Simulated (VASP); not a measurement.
A run of VASP 6.6.1:

INCAR

```
SYSTEM = CsNdBr4
PREC     = Accurate       ! precision mode
ENCUT    = 500            ! plane-wave cutoff, eV
EDIFF    = 1E-6           ! SCF threshold, eV
ISMEAR   = 0              ! smearing method
SIGMA    = 0.1            ! smearing width, eV
LREAL    = .False.        ! projectors in reciprocal space
LASPH    = .True.         ! aspherical terms in the spheres
NELM     = 200            ! most SCF steps
ALGO     = Normal         ! electronic algorithm
ISIF     = 2              ! what is computed and relaxed
LWAVE    = .False.        ! write WAVECAR
LCHARG   = .False.        ! write CHGCAR
GGA      = PE             ! functional
NBANDS   = 33             ! bands
GGA_COMPAT= .False.      
LMAXMIX  = 6              ! l up to which the mixer works
```

KPOINTS

```
Automatic mesh
0
Gamma
  8 8 8
  0 0 0
```

File POSCAR:

```
CsNdBr4
1.0
    0.0000000000      4.6402431869      4.6402431869
    4.6402431869      0.0000000000      4.6402431869
    4.6402431869      4.6402431869      0.0000000000
Cs Nd Br
1 1 4
Direct
    0.7500000000      0.7500000000      0.7500000000
    0.0000000000      0.0000000000      0.0000000000
    0.8754895104      0.3748368299      0.3748368299
    0.3748368299      0.3748368299      0.3748368299
    0.3748368299      0.8754895104      0.3748368299
    0.3748368299      0.3748368299      0.8754895104
```

Potentials or basis: VASP PAW PBE potentials, release 64 (Cs_sv, Nd_3, Br), 4f in core.

Command:

```bash
$ cat potpaw_PBE.64/Cs_sv/POTCAR potpaw_PBE.64/Nd_3/POTCAR potpaw_PBE.64/Br/POTCAR > POTCAR
$ mpirun -np 1 vasp_std > vasp.out
```

Hardware: 1 thread of Intel(R) Xeon(R) Platinum 8259CL CPU @ 2.50GHz (Skylake/Cascade Lake) (shared host).

How long does it take, and how much memory?

It took 3 min on 1 thread of Intel(R) Xeon(R) Platinum 8259CL CPU @ 2.50GHz (Skylake/Cascade Lake) (shared host), peak memory 0.43 GiB. Counts: scf iterations 16, k points 29.
